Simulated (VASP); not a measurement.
# Fe (Im-3m) in VASP: a series of runs

Fe is run at these levels: PBEsol+D3(BJ); tasks: single point.

Everything below comes from runs of VASP 6.6.1. Logs are shortened: lines on timing, memory, paths and dates and some standing lists are left out, and cuts for length are marked.

## 1. The cell of the first run

Symmetry: Im-3m, No. 229, cubic system. The conventional cell has a = 2.827 Å, b = 2.827 Å, c = 2.827 Å, α = 90.00°, β = 90.00°, γ = 90.00°. Fe (site symmetry m-3m) has 14 Fe at 2.45 to 2.83 Å within 3.2 Å.

## 2. Single point, PBEsol+D3(BJ), collinear spin, ferromagnetic start

INCAR reads:

```
  ALGO = Fast
  EDIFF = 1E-6
  ENCUT = 520
  GGA = PS
  ISIF = 2
  ISMEAR = 1
  ISPIN = 2
  IVDW = 12
  LASPH = True
  LCHARG = True
  LELF = True
  LMAXMIX = 4
  LORBIT = 11
  LREAL = False
  LVHAR = True
  LWAVE = False
  MAGMOM = 3
  NBANDS = 14
  NELM = 150
  PREC = Accurate
  SIGMA = 0.1
```

KPOINTS reads:

```
k-points
0
Gamma
  13 13 13
```

POSCAR reads:

```
Fe
1.0
   -1.4135427549      1.4135427549      1.4135427549
    1.4135427549     -1.4135427549      1.4135427549
    1.4135427549      1.4135427549     -1.4135427549
Fe
1
Direct
    0.0000000000      0.0000000000      0.0000000000
```

Potentials or basis: VASP PAW PBE potentials, release 64 (Fe).

Run with:

```bash
$ cat potpaw_PBE.64/Fe/POTCAR > POTCAR
$ mpirun -np 1 vasp_std > vasp.out
```

OUTCAR:

```text
EDIFF = 1E-6
   ENCUT = 520
   GGA = PS
   ISIF = 2
   ISMEAR = 1
   ISPIN = 2
   IVDW = 12
   LASPH = True
   LORBIT = 11
   LREAL = False
   NELM = 150
   PREC = Accurate
 IVDW          = 12

 ion  position               nearest neighbor table
   1  0.000  0.000  0.000-

  LATTYP: Found a body centered cubic cell.
 ALAT       =     2.8270855098

  Lattice vectors:

 A1 = (  -1.4135427549,   1.4135427549,   1.4135427549)
 A2 = (   1.4135427549,  -1.4135427549,   1.4135427549)
 A3 = (   1.4135427549,   1.4135427549,  -1.4135427549)

Analysis of symmetry for initial positions (statically):
=====================================================================
 Subroutine PRICEL returns:
 Original cell was already a primitive cell.

 Routine SETGRP: Setting up the symmetry group for a
 body centered cubic supercell.

 Subroutine GETGRP returns: Found 48 space group operations
 (whereof 48 operations were pure point group operations)
 out of a pool of 48 trial point group operations.

The static configuration has the point symmetry O_h .

Analysis of symmetry for dynamics (positions and initial velocities):
=====================================================================
 Subroutine PRICEL returns:
 Original cell was already a primitive cell.

 Routine SETGRP: Setting up the symmetry group for a
 body centered cubic supercell.

 Subroutine GETGRP returns: Found 48 space group operations
 (whereof 48 operations were pure point group operations)
 out of a pool of 48 trial point group operations.

The dynamic configuration has the point symmetry O_h .

Analysis of structural, dynamic, and magnetic symmetry:
=====================================================================
 Subroutine PRICEL returns:
 Original cell was already a primitive cell.

 Routine SETGRP: Setting up the symmetry group for a
 body centered cubic supercell.

 Subroutine GETGRP returns: Found 48 space group operations
 (whereof 48 operations were pure point group operations)
 out of a pool of 48 trial point group operations.

The overall configuration has the point symmetry O_h .

 Subroutine INISYM returns: Found 48 space group operations
 (whereof 48 operations are pure point group operations),
 and found     1 'primitive' translations

----------------------------------------------------------------------------------------

                                     Primitive cell

  volume of cell :      11.2976

  direct lattice vectors                    reciprocal lattice vectors
    -1.413542755  1.413542755  1.413542755     0.000000000  0.353721172  0.353721172
     1.413542755 -1.413542755  1.413542755     0.353721172  0.000000000  0.353721172
     1.413542755  1.413542755 -1.413542755     0.353721172  0.353721172  0.000000000

  length of vectors
     2.448327870  2.448327870  2.448327870     0.500237279  0.500237279  0.500237279

  position of ions in fractional coordinates (direct lattice)
     0.000000000  0.000000000  0.000000000

  ion indices of the primitive-cell ions
   primitive index   ion index
                 1           1

----------------------------------------------------------------------------------------

 KPOINTS: k-points

Automatic generation of k-mesh.
 Grid dimensions read from file:
 generate k-points for:   13   13   13

 Generating k-lattice:

  Cartesian coordinates                     Fractional coordinates (reciprocal lattice)
     0.000000000  0.027209321  0.027209321     0.076923077  0.000000000  0.000000000
     0.027209321  0.000000000  0.027209321     0.000000000  0.076923077  0.000000000
     0.027209321  0.027209321  0.000000000     0.000000000  0.000000000  0.076923077

  Length of vectors
     0.038479791  0.038479791  0.038479791

  Shift w.r.t. Gamma in fractional coordinates (k-lattice)
     0.000000000  0.000000000  0.000000000

 Subroutine IBZKPT returns following result:
 ===========================================

 Found     84 irreducible k-points:

 Following reciprocal coordinates:
            Coordinates               Weight
  0.000000  0.000000  0.000000      1.000000
  0.076923  0.000000  0.000000     12.000000
  0.153846  0.000000  0.000000     12.000000
  0.230769  0.000000  0.000000     12.000000
  0.307692  0.000000  0.000000     12.000000
  0.384615  0.000000  0.000000     12.000000
[... 16 lines left out ...]
  0.153846  0.076923  0.076923     24.000000
  0.230769  0.076923  0.076923     24.000000
 [... further k-points ...]
   k-points           NKPTS =     84   k-points in BZ     NKDIM =     84   number of bands    NBANDS=     14
   number of dos      NEDOS =    301   number of ions     NIONS =      1
   total plane-waves  NPLWV =   5832
   dimension x,y,z NGX =    18 NGY =   18 NGZ =   18
   dimension x,y,z NGXF=    36 NGYF=   36 NGZF=   36
   ions per type =               1
   NGX,Y,Z   is equivalent  to a cutoff of  12.22, 12.22, 12.22 a.u.
   NGXF,Y,Z  is equivalent  to a cutoff of  24.44, 24.44, 24.44 a.u.
 SYSTEM =  unknown system
   PREC   = accura    normal or accurate (medium, high low for compatibility)
   ISTART =      0    job   : 0-new  1-cont  2-samecut
   ICHARG =      2    charge: 1-file 2-atom 10-const
   ISPIN  =      2    spin polarized calculation?
   LNONCOLLINEAR =      F non collinear calculations
   LSORBIT =      F    spin-orbit coupling
   LASPH  =      T    aspherical Exc in radial PAW
   ENCUT  =  520.0 eV  38.22 Ry    6.18 a.u.   4.55  4.55  4.55*2*pi/ulx,y,z
   NELM   =    150;   NELMIN=  2; NELMDL= -5     # of ELM steps
   EDIFF  = 0.1E-05   stopping-criterion for ELM
   LREAL  =      F    real-space projection
   EDIFFG = 0.1E-04   stopping-criterion for IOM
   NSW    =      0    number of steps for IOM
   IBRION =     -1    ionic relax: 0-MD 1-quasi-New 2-CG
   NFREE  =      0    steps in history (QN), initial steepest desc. (CG)
   ISIF   =      2    stress and relaxation
   ISYM   =      2    0-nonsym 1-usesym 2-fastsym
   POTIM  = 0.5000    time-step for ionic-motion
   TEBEG  =    0.0;   TEEND  =   0.0 temperature during run
   PSTRESS=    0.0 pullay stress
   NELECT =       8.0000    total number of electrons
   NUPDOWN=      -1.0000    fix difference up-down
   EMIN   =  10.00;   EMAX   =-10.00  energy-range for DOS
   EFERMI =   0.00;   METHOD = LEGACY
   ISMEAR =     1;   SIGMA  =   0.10  broadening in eV -4-tet -1-fermi 0-gaus
   EFERMI_NEDOS =   21; number of points for ismear=-14 and -15
   IALGO  =     68    algorithm
   IMIX   =      4    mixing-type and parameters
     AMIX     =   0.40;   BMIX     =  1.00
     AMIX_MAG =   1.60;   BMIX_MAG =  1.00
  volume/ion in A,a.u.               =      11.30        76.24
  Fermi-wavevector in a.u.,A,eV,Ry     =   1.459181  2.757453 28.969656  2.129210
  Thomas-Fermi vector in A             =   2.575778
   LORBIT       =     11    0 simple, 1 ext, 2 COOP (PROOUT), +10 PAW based schemes
   GGA     = PS    functional components
   LHFCALC =     F    Hartree Fock is set to
   AEXX    =    0.0000 exact exchange contribution
   IVDW    =    12    specifies the selected vdW correction
   LEPSILON=     F    determine dielectric tensor
   LRPA    =     F    only Hartree local field effects (RPA)
 spin polarized calculation
 RMM-DIIS sequential band-by-band and
 Methfessel and Paxton  Order N= 1 SIGMA  =   0.10
  energy-cutoff  :      520.00
  volume of cell :       11.30
 maximum number of plane-waves:       321
   NGX =  9   NGY =  9   NGZ =  9

 number of electron       8.0000009 magnetization       2.1326126

 Free energy of the ion-electron system (eV)
  ---------------------------------------------------
  ext. energy  EPLUGINS =         0.00000000
  ---------------------------------------------------
  free energy    TOTEN  =        -8.90214822 eV

  energy without entropy =       -8.90157572  energy(sigma->0) =       -8.90195739

 E-fermi :   5.7317     XC(G=0): -13.3109

 val. band max:        5.7297108498   @ k =  -0.3846   0.4615   0.3077
 cond. band min:       5.7331457133   @ k =  -0.3846   0.4615   0.1538
 fundamental gap:      0.0034348635
 Fermi energy:         5.7316764882

 spin component 1

 k-point     1 :       0.0000    0.0000    0.0000
  band No.  band energies     occupation
      1      -2.8219      1.00000
      2       3.4173      1.00000
      3       3.4173      1.00000
      4       3.4173      1.00000
      5       4.6769      1.00000
      6       4.6769      1.00000
      7      30.7141      0.00000
      8      30.7141      0.00000
      9      30.7141      0.00000
     10      35.8484      0.00000
     11      35.8484      0.00000
     12      38.1592      0.00000
     13      38.1592      0.00000
     14      38.1603      0.00000
[... 375 lines left out ...]
 k-point    24 :       0.2308    0.0769    0.0769
  band No.  band energies     occupation
      1       0.6110      1.00000
      2       2.5729      1.00000
      3       2.9726      1.00000
      4       4.6272      1.00000
      5       4.7861      1.00000
      6       5.8844     -0.02640
      7      19.1524      0.00000
      8      23.1901      0.00000
      9      25.1506      0.00000
     10      32.4968      0.00000
     11      36.6532      0.00000
     12      38.8510      0.00000
     13      40.7711      0.00000
     14      44.2033      0.00000

 [... further k-points ...]

 spin component 2

 k-point     1 :       0.0000    0.0000    0.0000
  band No.  band energies     occupation
      1      -2.5788      1.00000
      2       5.2790      1.00000
      3       5.2791      1.00000
      4       5.2791      1.00000
      5       7.2855     -0.00000
      6       7.2856     -0.00000
      7      30.6091      0.00000
      8      30.6091      0.00000
      9      30.6091      0.00000
     10      36.1458      0.00000
     11      36.1458      0.00000
     12      38.8589      0.00000
     13      38.8591      0.00000
     14      38.8674      0.00000
[... 375 lines left out ...]
 k-point    24 :       0.2308    0.0769    0.0769
  band No.  band energies     occupation
      1       1.1245      1.00000
      2       4.2689      1.00000
      3       4.5200      1.00000
      4       7.1008     -0.00000
      5       7.4131     -0.00000
      6       7.8027      0.00000
      7      19.9460      0.00000
      8      23.6544      0.00000
      9      25.8547      0.00000
     10      32.6443      0.00000
     11      37.2555      0.00000
     12      39.1675      0.00000
     13      41.1421      0.00000
     14      44.7479      0.00000

 [... further k-points ...]

------------------------ aborting loop because EDIFF is reached ----------------------------------------

 Edisp (eV)   -0.33373

 E8    (eV) :    -0.2236

  FORCE on cell =-STRESS in cart. coord.  units (eV):
  Direction    XX          YY          ZZ          XY          YZ          ZX
  --------------------------------------------------------------------------------------
  -------------------------------------------------------------------------------------
  Total      -1.00953    -1.00953    -1.00953    -0.00000    -0.00000    -0.00000
  in kB    -143.16706  -143.16706  -143.16706    -0.00000    -0.00000    -0.00000
  external pressure =     -143.17 kB  Pullay stress =        0.00 kB

 VOLUME and BASIS-vectors are now :
 -----------------------------------------------------------------------------
  energy-cutoff  :      520.00
  volume of cell :       11.30
      direct lattice vectors                 reciprocal lattice vectors
    -1.413542755  1.413542755  1.413542755     0.000000000  0.353721172  0.353721172
     1.413542755 -1.413542755  1.413542755     0.353721172  0.000000000  0.353721172
     1.413542755  1.413542755 -1.413542755     0.353721172  0.353721172  0.000000000

 POSITION                                       TOTAL-FORCE (eV/Angst)
 -----------------------------------------------------------------------------------
      0.00000      0.00000      0.00000        -0.000000      0.000000      0.000000
 -----------------------------------------------------------------------------------
    total drift:                                0.000000     -0.000000      0.000000

  FREE ENERGIE OF THE ION-ELECTRON SYSTEM (eV)
  ---------------------------------------------------
  free  energy   TOTEN  =        -9.2358773977 eV

  energy  without entropy=       -9.2353048975  energy(sigma->0) =       -9.23568656

 total charge

# of ion       s       p       d       tot
------------------------------------------
    1        0.492   0.548   6.243   7.283

 magnetization (x)

# of ion       s       p       d       tot
------------------------------------------
    1       -0.013  -0.052   2.188   2.123
```

Run time: 15 s. Hardware: 1 thread of AMD EPYC 9R45 (Zen 5), shared host; peak memory 0.11 GiB.

Results:

```
Free energy                                           : -9.2359 eV
Pressure                                              : -14.3 GPa
Net moment                                            : 2.13 μB per cell
Site moments                                          : Fe +2.12 μB
Valence electrons inside the program's atomic spheres : Fe 7.28
Dispersion energy per atom                            : -0.334 eV
```

Levels at points of the mesh, in eV from the Fermi level:
Spin up:
```csv
k point,band 1,band 2,band 3,band 4,band 5,band 6,band 7,band 8,band 9,band 10
"(0.00, 0.00, 0.00)",-8.55,-2.31,-2.31,-2.31,-1.05,-1.05,24.98,24.98,24.98,30.12
```
Spin down:
```tsv
k point	band 1	band 2	band 3	band 4	band 5	band 6	band 7
(0.00, 0.00, 0.00)	-8.31	-0.45	-0.45	-0.45	1.55	1.55	24.88
```

Caveat: the PAW data sets were made with another functional, which shifts forces and pressure a little; pairwise dispersion overbinds metals, which lowers pressure and volume.

## 3. Single point, PBEsol+D3(BJ), collinear spin, ferromagnetic start

This run uses another cell than the first one, of 11.54 Å³/atom, 1.021 times its volume.

INCAR reads:

```
SYSTEM = Fe
PREC = Accurate ; ENCUT = 520
EDIFF = 1E-6 ; ISMEAR = 1
SIGMA = 0.1 ; LREAL = .False.
LASPH = .True. ; NELM = 150
ALGO = Normal ; ISIF = 2
LWAVE = .False. ; LCHARG = .False.
ISPIN = 2 ; MAGMOM = 3
LORBIT = 11 ; LMAXMIX = 4
GGA = PS ; IVDW = 12
NBANDS = 14
```

KPOINTS reads:

```
Automatic mesh
0
Gamma
  13 13 13
  0 0 0
```

POSCAR reads:

```
Fe
1.0
   -1.4234976093      1.4234976093      1.4234976093
    1.4234976093     -1.4234976093      1.4234976093
    1.4234976093      1.4234976093     -1.4234976093
Fe
1
Direct
    0.0000000000      0.0000000000      0.0000000000
```

Potentials or basis: VASP PAW PBE potentials, release 64 (Fe).

Run with:

```bash
$ cat potpaw_PBE.64/Fe/POTCAR > POTCAR
$ mpirun -np 1 vasp_std > vasp.out
```

Wall time 14 s (1 thread of AMD EPYC 9R45 (Zen 5), shared host); peak memory 0.12 GiB.

The run converged. Its results:

```
Free energy                                           : -9.2121 eV
Pressure                                              : -17.7 GPa
Net moment                                            : 2.16 μB per cell
Site moments                                          : Fe +2.15 μB
Valence electrons inside the program's atomic spheres : Fe 7.24
Dispersion energy per atom                            : -0.327 eV
```

Levels at points of the mesh, in eV from the Fermi level:
Spin up:
| k point | band 1 | band 2 | band 3 | band 4 | band 5 | band 6 | band 7 | band 8 | band 9 | band 10 |
| --- | --- | --- | --- | --- | --- | --- | --- | --- | --- | --- |
| (0.00, 0.00, 0.00) | -8.40 | -2.26 | -2.26 | -2.26 | -1.04 | -1.04 | 24.81 | 24.81 | 24.81 | 29.80 |
Spin down:
```
           k point  band 1  band 2  band 3  band 4  band 5  band 6  band 7
(0.00, 0.00, 0.00)   -8.17   -0.36   -0.36   -0.36    1.59    1.59   24.69
```

Caveat: the PAW data sets were made with another functional, which shifts forces and pressure a little; pairwise dispersion overbinds metals, which lowers pressure and volume.

[end of part 1 of 2]
